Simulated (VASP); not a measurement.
Input of a VASP 6.6.1 run:

INCAR

```
PREC = Accurate
ENCUT = 520
EDIFF = 1E-6
ISMEAR = -1
SIGMA = 0.03
LREAL = F
LASPH = T
NELM = 100
ALGO = Normal
ISIF = 2
LWAVE = F
LCHARG = F
GGA = PE
NBANDS = 18
```

KPOINTS

```
regular mesh
0
Gamma
  14 14 8
```

The input POSCAR:

```
Au
1.0
    2.9287131334      0.0000000000      0.0000000000
   -1.4643565667      2.5363399740      0.0000000000
    0.0000000000      0.0000000000      4.9283199742
Au
2
Direct
    0.3333333333      0.6666666667      0.7500000000
    0.6666666667      0.3333333333      0.2500000000
```

Potentials or basis: VASP PAW PBE potentials, release 64 (Au).

Run with:

```console
$ cat potpaw_PBE.64/Au/POTCAR > POTCAR
$ mpirun -np 1 vasp_std > vasp.out
```

What does it give for the pressure?

-2.2 GPa.

Estimate the band gap on the k mesh.

zero (band 11 reaches 11.98 eV, above the bottom of band 12 at 5.79 eV).

Stress tensor (GPa, compression positive):
```
-2.14  0.00  0.00
 0.00 -2.14  0.00
 0.00  0.00 -2.41
```

Caveat: spin-orbit coupling is left out, which moves the levels of the heavy elements.
